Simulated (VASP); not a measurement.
Mo2H3, 5 atoms in the cell. It takes space group C2/m (No. 12, monoclinic). Conventional cell: a = 4.436 Å, b = 4.045 Å, c = 4.395 Å, α = 90.00°, β = 96.94°, γ = 90.00°. H (site symmetry m) has 2 H at 1.78 to 2.30 Å and 4 Mo at 1.86 to 2.05 Å within 2.4 Å. Within 2.4 Å of H (site symmetry 2/m) lie 2 H at 1.78 Å and 2 Mo at 1.82 Å. Within 2.4 Å of Mo (site symmetry m) lie 5 H at 1.82 to 2.05 Å. 

```yaml
Program: VASP 6.6.1
Task: single point
Functional: PBE
Potentials_or_basis: VASP PAW PBE potentials, release 64 (H, Mo_sv)
Cutoff: 520 eV
k_mesh: 12 × 12 × 10
Occupations: gaussian, width 0.1 eV
Spin: no spin polarisation
Dipole_correction: no
Further_INCAR_settings: ALGO = Normal; EDIFF = 1e-06; NBANDS = 24
```

Potentials or basis: VASP PAW PBE potentials, release 64 (H, Mo_sv).

Run with:

```sh
$ cat potpaw_PBE.64/H/POTCAR potpaw_PBE.64/Mo_sv/POTCAR > POTCAR
$ mpirun -np 1 vasp_std > vasp.out
```

Hardware: 1 thread of Intel(R) Xeon(R) Platinum 8375C CPU @ 2.90GHz (Ice Lake), with other jobs on the host.

**Question.** How long does it take, and how much memory?

**Answer.** Wall time 3.9 min on 1 thread of Intel(R) Xeon(R) Platinum 8375C CPU @ 2.90GHz (Ice Lake) (shared host), peak memory 0.39 GiB. Counts: scf iterations 12, k points 398.
